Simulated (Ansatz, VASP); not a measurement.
# HfZrS4 in VASP and in Ansatz

```
Zr Hf S
1.0
     7.49722   -1.83440    0.11486
     7.49722    1.83440    0.11486
    -2.77569    0.00000    5.71334
Zr Hf S
1 1 4
Direct
  0.50000 0.50000 0.50000
  0.00000 0.00000 0.00000
  0.39355 0.39355 0.05803
  0.89335 0.89335 0.56231
  0.60645 0.60645 0.94197
  0.10665 0.10665 0.43769
```

Alike in both runs: functional PBE; k mesh 8 × 8 × 6; occupations gaussian, width 0.02 eV; no spin polarisation.

Ansatz relaxed the structure, and its values are those at the end. VASP's run is a single point on that final structure, the one shown.

|  | VASP | Ansatz |
| --- | --- | --- |
| version | VASP 6.6.1 | Ansatz 0.2.0 |
| potentials or method | VASP PAW PBE potentials, release 64 (Zr_sv, Hf_pv, S), cutoff 520 eV | scalar-relativistic, plane waves, PAW |
| valence electrons in the cell | 46 | 62 |

Ansatz gave:

| Item | Value |
| --- | --- |
| gap on the k mesh at the Fermi level (eV) | 1.15 |
| least direct gap on the mesh (eV) | 1.15 |
| pressure (GPa) | 0.0 |
| rms of the force components (eV/Å) | 0.001 |

Problem. Estimate VASP's values.

Solution. gap on the k mesh at the Fermi level (eV): 1.16; least direct gap on the mesh (eV): 1.16; pressure (GPa): -0.3; rms of the force components (eV/Å): 0.023.

VASP's potentials hold 46 valence electrons a cell and Ansatz's 62, so a difference there can come from the potentials and not from the codes.

Neither program's run includes spin-orbit coupling.
